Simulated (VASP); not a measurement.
Mg15GaO16 (a cell with a defect), 64 atoms in the cell. The cell holds a defect, 64 atoms: a = 8.429 Å, b = 8.429 Å, c = 8.429 Å, α = 90.00°, β = 90.00°, γ = 90.00°. 

| Item | Value |
| --- | --- |
| Program | VASP 6.6.1 |
| Task | single point |
| Functional | PBEsol |
| Potentials or basis | VASP PAW PBE potentials, release 64 (O, Ga_d, Mg) |
| Cutoff | 520 eV |
| k mesh | 1 × 1 × 1, shifted |
| Occupations | fermi-dirac, width 0.05 eV |
| Spin | no spin polarisation |
| Dipole correction | no |
| Further INCAR settings | LREAL = Auto; ALGO = Normal; EDIFF = 1e-07; NBANDS = 177; ISYM = 0 |

Potentials or basis: VASP PAW PBE potentials, release 64 (O, Ga_d, Mg).

The run is started by

```sh
$ cat potpaw_PBE.64/O/POTCAR potpaw_PBE.64/Ga_d/POTCAR potpaw_PBE.64/Mg/POTCAR > POTCAR
$ mpirun -np 1 vasp_std > vasp.out
```

Hardware: 1 thread of Intel(R) Xeon(R) Platinum 8375C CPU @ 2.90GHz (Ice Lake), with other jobs on the host.

Estimate the wall time of this run.

Run time: 14 min on 1 thread of Intel(R) Xeon(R) Platinum 8375C CPU @ 2.90GHz (Ice Lake), with other jobs on the host, peak memory 0.73 GiB. Counts: scf iterations 18, k points 4.
